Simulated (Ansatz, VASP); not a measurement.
**Bi: VASP beside Ansatz**

```
Bi
1.0
    -1.63126    2.21910    2.02805
     1.63126   -2.21910    2.02805
     1.63126    2.21910   -2.02805
Bi
1
Direct
  0.00000 0.00000 0.00000
```

Change from the starting cell: strain +e along x and -e along y -0.1500, strain +e along z and -e/2 along x and y +0.0350.

Alike in both runs: task single point; functional PBE; dispersion D3(BJ); k mesh 16 × 16 × 16; occupations gaussian, width 0.15 eV; no spin polarisation.

|  | VASP | Ansatz |
| --- | --- | --- |
| version | VASP 6.6.1 | Ansatz 0.2.0 |
| potentials or method | VASP PAW PBE potentials, release 64 (Bi_d), cutoff 520 eV | scalar-relativistic, plane waves, PAW |
| valence electrons in the cell | 15 | 15 |

```tsv
	VASP	Ansatz	Ansatz less VASP
gap on the k mesh at the Fermi level (eV)	none	none	-
pressure (GPa)	3.2	3.2	+0.06
traceless stress, the component that is largest in VASP (GPa)	3.08	3.08	+0.002
```

A gap of «none» marks a metal or a gap that the smearing closes.

Spin-orbit coupling is off throughout.
